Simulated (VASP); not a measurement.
# Bi2Se3 (R-3m) in VASP: a series of runs

Aim: see how the results for Bi2Se3 move with the level of theory and the settings. Levels: PBEsol, LDA, PBE, PBE+D3(BJ). Tasks: single point.

All numbers are computed with VASP 6.6.1; they aren't measurements. Logs are shortened: lines on timing, memory, paths and dates and some standing lists are left out, and cuts for length are marked.

## 1. The cell of the first run

The structure is trigonal, space group R-3m (No. 166). Conventional cell: a = 4.131 Å, b = 4.131 Å, c = 28.582 Å, α = 90.00°, β = 90.00°, γ = 120.00°. Bi (site symmetry 3m) has 6 Se at 2.85 to 3.06 Å within 3.8 Å. Se (site symmetry 3m) has 3 Bi at 2.85 Å and 3 Se at 3.50 Å within 3.8 Å. Within 4.3 Å of Se (site symmetry -3m) lie 6 Bi at 3.06 Å and 12 Se at 4.13 to 4.22 Å.

## 2. Single point, PBEsol

INCAR

```
PREC = Accurate ; ENCUT = 520
EDIFF = 1E-7 ; ISMEAR = -1
SIGMA = 0.05 ; LREAL = F
LASPH = T ; NELM = 60
ALGO = Normal ; ISIF = 2
LWAVE = F ; LCHARG = T
GGA = PS ; LELF = T
LVHAR = T ; NBANDS = 32
```

KPOINTS

```
Automatic mesh
0
Gamma
  8 8 8
```

POSCAR

```
Bi2Se3
1.0
    2.0653656993      1.1924394424      9.5274841701
   -2.0653656993      1.1924394424      9.5274841701
    0.0000000000     -2.3848788849      9.5274841701
Bi Se
2 3
Direct
    0.5996699692      0.5996699692      0.5996699692
    0.4003300308      0.4003300308      0.4003300308
    0.7885162741      0.7885162741      0.7885162741
    0.2114837259      0.2114837259      0.2114837259
    0.0000000000      0.0000000000      0.0000000000
```

Potentials or basis: VASP PAW PBE potentials, release 64 (Bi_d, Se).

The run is started by

```bash
> cat potpaw_PBE.64/Bi_d/POTCAR potpaw_PBE.64/Se/POTCAR > POTCAR
> mpirun -np 1 vasp_std > vasp.out
```

OUTCAR:

```text
PREC = Accurate
   ENCUT = 520
   EDIFF = 1E-7
   ISMEAR = -1
   LREAL = F
   LASPH = T
   NELM = 60
   ISIF = 2
   GGA = PS

 ion  position               nearest neighbor table
   1  0.600  0.600  0.600-   4 2.85   4 2.85   4 2.85   5 3.06   5 3.06   5 3.06
   2  0.400  0.400  0.400-   3 2.85   3 2.85   3 2.85   5 3.06   5 3.06   5 3.06
   3  0.789  0.789  0.789-   2 2.85   2 2.85   2 2.85
   4  0.211  0.211  0.211-   1 2.85   1 2.85   1 2.85
   5  0.000  0.000  0.000-   1 3.06   2 3.06   1 3.06   1 3.06   2 3.06   2 3.06

  LATTYP: Found a trigonal (rhomboedric) cell.
 ALAT       =     9.8214358373
 COS(alpha) =     0.9115548652

  Lattice vectors:

 A1 = (   2.0653656993,   1.1924394424,   9.5274841701)
 A2 = (  -2.0653656993,   1.1924394424,   9.5274841701)
 A3 = (   0.0000000000,  -2.3848788849,   9.5274841701)

Analysis of symmetry for initial positions (statically):
=====================================================================
 Subroutine PRICEL returns:
 Original cell was already a primitive cell.

 Routine SETGRP: Setting up the symmetry group for a
 trigonal (rhombohedral) supercell.

 Subroutine GETGRP returns: Found 12 space group operations
 (whereof 12 operations were pure point group operations)
 out of a pool of 12 trial point group operations.

The static configuration has the point symmetry D_3d.

Analysis of symmetry for dynamics (positions and initial velocities):
=====================================================================
 Subroutine PRICEL returns:
 Original cell was already a primitive cell.

 Routine SETGRP: Setting up the symmetry group for a
 trigonal (rhombohedral) supercell.

 Subroutine GETGRP returns: Found 12 space group operations
 (whereof 12 operations were pure point group operations)
 out of a pool of 12 trial point group operations.

The dynamic configuration has the point symmetry D_3d.

 Subroutine INISYM returns: Found 12 space group operations
 (whereof 12 operations are pure point group operations),
 and found     1 'primitive' translations

----------------------------------------------------------------------------------------

                                     Primitive cell

  volume of cell :     140.7871

  direct lattice vectors                    reciprocal lattice vectors
     2.065365699  1.192439442  9.527484170     0.242087878  0.139769502  0.034986501
    -2.065365699  1.192439442  9.527484170    -0.242087878  0.139769502  0.034986501
     0.000000000 -2.384878885  9.527484170     0.000000000 -0.279539003  0.034986501

  length of vectors
     9.821435837  9.821435837  9.821435837     0.281719913  0.281719913  0.281719913

  position of ions in fractional coordinates (direct lattice)
     0.599669969  0.599669969  0.599669969
     0.400330031  0.400330031  0.400330031
     0.788516274  0.788516274  0.788516274
     0.211483726  0.211483726  0.211483726
     0.000000000  0.000000000  0.000000000

  ion indices of the primitive-cell ions
   primitive index   ion index
                 1           1
                 2           2
                 3           3
                 4           4
                 5           5

----------------------------------------------------------------------------------------

 KPOINTS: Automatic mesh

Automatic generation of k-mesh.
 Grid dimensions read from file:
 generate k-points for:    8    8    8

 Generating k-lattice:

  Cartesian coordinates                     Fractional coordinates (reciprocal lattice)
     0.030260985  0.017471188  0.004373313     0.125000000  0.000000000 -0.000000000
    -0.030260985  0.017471188  0.004373313     0.000000000  0.125000000 -0.000000000
     0.000000000 -0.034942375  0.004373313    -0.000000000 -0.000000000  0.125000000

  Length of vectors
     0.035214989  0.035214989  0.035214989

  Shift w.r.t. Gamma in fractional coordinates (k-lattice)
     0.000000000  0.000000000  0.000000000

 Subroutine IBZKPT returns following result:
 ===========================================

 Found     65 irreducible k-points:

 Following reciprocal coordinates:
            Coordinates               Weight
  0.000000  0.000000  0.000000      1.000000
  0.125000  0.000000  0.000000      6.000000
  0.250000  0.000000  0.000000      6.000000
  0.375000  0.000000  0.000000      6.000000
  0.500000  0.000000  0.000000      3.000000
  0.125000  0.125000  0.000000      6.000000
[... 16 lines left out ...]
  0.250000  0.125000  0.125000      6.000000
  0.375000  0.125000  0.125000      6.000000
 [... further k-points ...]
   k-points           NKPTS =     65   k-points in BZ     NKDIM =     65   number of bands    NBANDS=     32
   number of dos      NEDOS =    301   number of ions     NIONS =      5
   total plane-waves  NPLWV = 512000
   dimension x,y,z NGX =    80 NGY =   80 NGZ =   80
   dimension x,y,z NGXF=   160 NGYF=  160 NGZF=  160
   ions per type =               2   3
   NGX,Y,Z   is equivalent  to a cutoff of  13.54, 13.54, 13.54 a.u.
   NGXF,Y,Z  is equivalent  to a cutoff of  27.08, 27.08, 27.08 a.u.
 SYSTEM =  unknown system
   PREC   = accura    normal or accurate (medium, high low for compatibility)
   ISTART =      0    job   : 0-new  1-cont  2-samecut
   ICHARG =      2    charge: 1-file 2-atom 10-const
   ISPIN  =      1    spin polarized calculation?
   LNONCOLLINEAR =      F non collinear calculations
   LSORBIT =      F    spin-orbit coupling
   LASPH  =      T    aspherical Exc in radial PAW
   ENCUT  =  520.0 eV  38.22 Ry    6.18 a.u.  18.26 18.26 18.26*2*pi/ulx,y,z
   NELM   =     60;   NELMIN=  2; NELMDL= -5     # of ELM steps
   EDIFF  = 0.1E-06   stopping-criterion for ELM
   LREAL  =      F    real-space projection
   EDIFFG = 0.1E-05   stopping-criterion for IOM
   NSW    =      0    number of steps for IOM
   IBRION =     -1    ionic relax: 0-MD 1-quasi-New 2-CG
   NFREE  =      0    steps in history (QN), initial steepest desc. (CG)
   ISIF   =      2    stress and relaxation
   ISYM   =      2    0-nonsym 1-usesym 2-fastsym
   POTIM  = 0.5000    time-step for ionic-motion
   TEBEG  =    0.0;   TEEND  =   0.0 temperature during run
   PSTRESS=    0.0 pullay stress
   NELECT =      48.0000    total number of electrons
   NUPDOWN=      -1.0000    fix difference up-down
   EMIN   =  10.00;   EMAX   =-10.00  energy-range for DOS
   EFERMI =   0.00;   METHOD = LEGACY
   ISMEAR =    -1;   SIGMA  =   0.05  broadening in eV -4-tet -1-fermi 0-gaus
   EFERMI_NEDOS =   21; number of points for ismear=-14 and -15
   IALGO  =     38    algorithm
   IMIX   =      4    mixing-type and parameters
     AMIX     =   0.40;   BMIX     =  1.00
     AMIX_MAG =   1.60;   BMIX_MAG =  1.00
  volume/ion in A,a.u.               =      28.16       190.02
  Fermi-wavevector in a.u.,A,eV,Ry     =   1.143671  2.161224 17.796184  1.307983
  Thomas-Fermi vector in A             =   2.280365
   LORBIT       =      0    0 simple, 1 ext, 2 COOP (PROOUT), +10 PAW based schemes
   GGA     = PS    functional components
   LHFCALC =     F    Hartree Fock is set to
   AEXX    =    0.0000 exact exchange contribution
   IVDW    =     0    specifies the selected vdW correction
   LEPSILON=     F    determine dielectric tensor
   LRPA    =     F    only Hartree local field effects (RPA)
 non-spin polarized calculation
  energy-cutoff  :      520.00
  volume of cell :      140.79
 maximum number of plane-waves:      3839
 NGX is ok and might be reduce to    80
   NGX = 37   NGY = 37   NGZ = 37

 number of electron      48.0000003 magnetization

 Free energy of the ion-electron system (eV)
  ---------------------------------------------------
  ext. energy  EPLUGINS =         0.00000000
  ---------------------------------------------------
  free energy    TOTEN  =       -22.05182052 eV

  energy without entropy =      -22.05150150  energy(sigma->0) =      -22.05166101

 E-fermi :   4.9983     XC(G=0):  -9.7190

 val. band max:        4.9380296807   @ k =   0.0000   0.0000   0.0000
 cond. band min:       5.0533079754   @ k =   0.0000   0.0000   0.0000
 fundamental gap:      0.1152782947
 Fermi energy:         4.9982962707

 k-point     1 :       0.0000    0.0000    0.0000
  band No.  band energies     occupation
      1     -18.1205      2.00000
      2     -18.1205      2.00000
      3     -18.1184      2.00000
      4     -18.1184      2.00000
      5     -18.1100      2.00000
      6     -18.1072      2.00000
[... 24 lines left out ...]
     31      10.6546      0.00000
     32      11.8279      0.00000

 k-point     2 :       0.1250    0.0000    0.0000
  band No.  band energies     occupation
      1     -18.1229      2.00000
      2     -18.1203      2.00000
      3     -18.1167      2.00000
      4     -18.1146      2.00000
      5     -18.1077      2.00000
      6     -18.1050      2.00000
[... 24 lines left out ...]
     31      10.2577      0.00000
     32      10.8495      0.00000

 k-point     3 :       0.2500    0.0000    0.0000
  band No.  band energies     occupation
      1     -18.1300      2.00000
      2     -18.1262      2.00000
      3     -18.1094      2.00000
      4     -18.1078      2.00000
      5     -18.1072      2.00000
      6     -18.1030      2.00000
[... 24 lines left out ...]
     31       9.3613      0.00000
     32      11.0609      0.00000

 k-point     4 :       0.3750    0.0000    0.0000
  band No.  band energies     occupation
      1     -18.1382      2.00000
      2     -18.1329      2.00000
      3     -18.1119      2.00000
      4     -18.1075      2.00000
      5     -18.1067      2.00000
      6     -18.1032      2.00000
[... 24 lines left out ...]
     31       9.3815      0.00000
     32      11.1266      0.00000

 k-point     5 :       0.5000    0.0000    0.0000
  band No.  band energies     occupation
      1     -18.1418      2.00000
      2     -18.1358      2.00000
      3     -18.1135      2.00000
      4     -18.1082      2.00000
      5     -18.1078      2.00000
      6     -18.1027      2.00000
[... 584 lines left out ...]
     31      10.2000      0.00000
     32      11.6297      0.00000

 k-point    22 :       0.1250    0.1250    0.1250
  band No.  band energies     occupation
      1     -18.1205      2.00000
      2     -18.1205      2.00000
      3     -18.1184      2.00000
      4     -18.1184      2.00000
      5     -18.1100      2.00000
      6     -18.1073      2.00000
[... 24 lines left out ...]
     31      10.6541      0.00000
     32      11.5735      0.00000

 k-point    23 :       0.2500    0.1250    0.1250
  band No.  band energies     occupation
      1     -18.1228      2.00000
      2     -18.1203      2.00000
      3     -18.1167      2.00000
      4     -18.1146      2.00000
      5     -18.1076      2.00000
      6     -18.1051      2.00000
[... 24 lines left out ...]
     31      10.2142      0.00000
     32      11.0446      0.00000

 k-point    24 :       0.3750    0.1250    0.1250
  band No.  band energies     occupation
      1     -18.1300      2.00000
      2     -18.1262      2.00000
      3     -18.1094      2.00000
      4     -18.1078      2.00000
      5     -18.1072      2.00000
      6     -18.1030      2.00000
[... 24 lines left out ...]
     31       9.4364      0.00000
     32      11.1322      0.00000

 [... further k-points ...]

------------------------ aborting loop because EDIFF is reached ----------------------------------------

  FORCE on cell =-STRESS in cart. coord.  units (eV):
  Direction    XX          YY          ZZ          XY          YZ          ZX
  --------------------------------------------------------------------------------------
  -------------------------------------------------------------------------------------
  Total        0.0392537      0.0392537      0.0057600      0.0000000     -0.0000000      0.0000000
  in kB        0.4467124      0.4467124      0.0655491      0.0000000     -0.0000000      0.0000000
  external PRESSURE =       0.3196580 kB  Pullay stress =       0.0000000 kB

 VOLUME and BASIS-vectors are now :
 -----------------------------------------------------------------------------
  energy-cutoff  :      520.00
  volume of cell :      140.79
      direct lattice vectors                 reciprocal lattice vectors
     2.065365699  1.192439442  9.527484170     0.242087878  0.139769502  0.034986501
    -2.065365699  1.192439442  9.527484170    -0.242087878  0.139769502  0.034986501
     0.000000000 -2.384878885  9.527484170     0.000000000 -0.279539003  0.034986501

 POSITION                                       TOTAL-FORCE (eV/Angst)
 -----------------------------------------------------------------------------------
      0.00000     -0.00000     17.14004         0.000000     -0.000000      0.014994
      0.00000     -0.00000     11.44241         0.000000      0.000000     -0.014994
      0.00000     -0.00000     22.53773         0.000000     -0.000000      0.018211
      0.00000     -0.00000      6.04472         0.000000      0.000000     -0.018211
      0.00000      0.00000      0.00000         0.000000      0.000000     -0.000000
 -----------------------------------------------------------------------------------
    total drift:                               -0.000000      0.000000      0.000000

  FREE ENERGIE OF THE ION-ELECTRON SYSTEM (eV)
  ---------------------------------------------------
  free  energy   TOTEN  =       -22.0518205247 eV

  energy  without entropy=      -22.0515014960  energy(sigma->0) =      -22.05166101
```

Wall time 17 min (1 thread of Intel Xeon 6975P-C (Granite Rapids), shared host); peak memory 1 GiB.

Results:

* Free energy: -22.0518 eV
* Pressure: 0.0 GPa
* Largest force: 0.018 eV/Å
* Band gap on the k mesh: 0.12 eV

Forces in eV/Å, atoms in the order of the input:
```
Bi   0.000  0.000  0.015
Bi   0.000  0.000 -0.015
Se   0.000  0.000  0.018
Se   0.000  0.000 -0.018
Se   0.000  0.000  0.000
```

Levels at points of the mesh, in eV from the valence-band top:
```tsv
k point	band 22	band 23	band 24	band 25	band 26	band 27
(0.00, 0.00, 0.00)	-1.23	-1.23	0.00	0.12	1.32	1.32
(0.50, 0.00, 0.00)	-2.25	-1.26	-0.58	0.75	1.83	2.92
(0.50, 0.50, 0.00)	-1.95	-1.71	-1.04	1.25	1.88	2.52
(0.50, 0.50, 0.50)	-1.44	-1.44	-0.53	0.61	1.64	1.64
```

Caveat: the PAW data sets were made with another functional, which shifts forces and pressure a little; spin-orbit coupling is left out, which moves the levels of the heavy elements. A k mesh can miss the band edges.

## 3. Single point, LDA

This run uses another cell than the first one, of 28.38 Å³/atom.

INCAR

```
SYSTEM = Bi2Se3
PREC = Accurate
ENCUT = 520
EDIFF = 1E-6
ISMEAR = -1
SIGMA = 0.05
LREAL = .FALSE.
LASPH = .TRUE.
NELM = 60
ALGO = Normal
ISIF = 2
LWAVE = .FALSE.
LCHARG = .FALSE.
GGA = CA
NBANDS = 32
```

KPOINTS

```
regular mesh
0
G
  8 8 8
  0 0 0
```

POSCAR

```
Bi2Se3
1.0
    2.0715000000      1.1959810826      9.5453333333
   -2.0715000000      1.1959810826      9.5453333333
    0.0000000000     -2.3919621653      9.5453333333
Bi Se
2 3
Direct
    0.5992000000      0.5992000000      0.5992000000
    0.4008000000      0.4008000000      0.4008000000
    0.7883000000      0.7883000000      0.7883000000
    0.2117000000      0.2117000000      0.2117000000
    0.0000000000      0.0000000000      0.0000000000
```

Potentials or basis: VASP PAW LDA potentials, release 64 (Bi_d, Se).

The run is started by

```bash
> cat potpaw_LDA.64/Bi_d/POTCAR potpaw_LDA.64/Se/POTCAR > POTCAR
> mpirun -np 1 vasp_std > vasp.out
```

Wall time 15 min (1 thread of Intel Xeon 6975P-C (Granite Rapids), shared host); peak memory 0.82 GiB.

It converged, with:

```
Free energy            : -23.3973 eV
Pressure               : -1.7 GPa
Largest force          : 0.136 eV/Å
Band gap on the k mesh : 0.09 eV
```

Forces in eV/Å, atoms in the order of the input:
```
Bi   0.000  0.000  0.136
Bi   0.000  0.000 -0.136
Se   0.000  0.000  0.019
Se   0.000  0.000 -0.019
Se   0.000  0.000  0.000
```

Stress tensor (GPa, compression positive):
```
-1.61  0.00  0.00
 0.00 -1.61  0.00
 0.00  0.00 -1.74
```

Levels at points of the mesh, in eV from the valence-band top:
```csv
k point,band 20,band 21,band 22,band 23,band 24,band 25,band 26,band 27,band 28,band 29
"(0.00, 0.00, 0.00)",-1.87,-1.87,-1.19,-1.19,0.00,0.09,1.32,1.32,2.03,2.64
"(0.50, 0.00, 0.00)",-3.04,-3.03,-2.17,-1.22,-0.56,0.73,1.86,2.86,3.09,4.01
"(0.50, 0.50, 0.00)",-2.59,-1.93,-1.90,-1.63,-1.01,1.25,1.88,2.54,2.90,3.45
"(0.50, 0.50, 0.50)",-1.63,-1.60,-1.37,-1.37,-0.49,0.55,1.64,1.64,1.97,2.30
```

Caveat: spin-orbit coupling is left out, which moves the levels of the heavy elements. A k mesh can miss the band edges.

[end of part 1 of 2]
